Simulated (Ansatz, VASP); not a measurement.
## One calculation of TiC, two programs

File INCAR:

```
PREC = Accurate
ENCUT = 600
EDIFF = 1E-6
ISMEAR = -1
SIGMA = 0.05
LREAL = False
LASPH = True
NELM = 120
ALGO = Normal
ISIF = 2
LWAVE = False
LCHARG = False
GGA = LIBXC
LIBXC1 = GGA_X_B88
LIBXC2 = GGA_C_PBE
NBANDS = 15
GGA_COMPAT = False
```

KPOINTS

```
regular mesh
0
Gamma
  11 11 11
```

File POSCAR:

```
TiC
1.0
    0.0000000000      2.1800617706      2.1800617706
    2.1800617706      0.0000000000      2.1800617706
    2.1800617706      2.1800617706      0.0000000000
Ti C
1 1
Direct
    0.0000000000      0.0000000000      0.0000000000
    0.5000000000      0.5000000000      0.5000000000
```

The input input.yaml:

```yaml
crystal:
  lattice:
    - [0.0, 2.1800617706, 2.1800617706]
    - [2.1800617706, 0.0, 2.1800617706]
    - [2.1800617706, 2.1800617706, 0.0]
  atoms:
    - { symbol: Ti, position: [0.0, 0.0, 0.0] }
    - { symbol: C, position: [0.5, 0.5, 0.5] }
hamiltonian:
  xc: { exchange: b88, correlation: pbe }
  pseudopotentials: { kind: paw }
kpoints:
  mp_grid: { grid: [11, 11, 11] }
scf:
  occupations: { method: fermi_dirac, width: 0.05 }
output:
  forces: true
  stress: true
  eigenvalues: true
  write_density: true
  write_potential: true
  elf: true
  volumetric_format: npy
```

Alike in both runs: task single point; functional b88 exchange, pbe correlation; k mesh 11 × 11 × 11; occupations fermi-dirac, width 0.05 eV; no spin polarisation.

|  | VASP | Ansatz |
| --- | --- | --- |
| version | VASP 6.6.1 | Ansatz 0.2.0 |
| potentials or method | VASP PAW PBE potentials, release 64 (Ti_sv, C) | Ansatz PAW |
| plane-wave cutoff (eV) | 600 | 420 |
| valence electrons in the cell | 16 | 16 |

```tsv
	VASP	Ansatz	Ansatz less VASP
gap on the k mesh at the Fermi level (eV)	none	none	-
pressure (GPa)	-4.4	-4.5	-0.05
```

VASP's potentials were made for PBE, not for b88 exchange, pbe correlation. A gap of «none» marks a metal or a gap that the smearing closes.
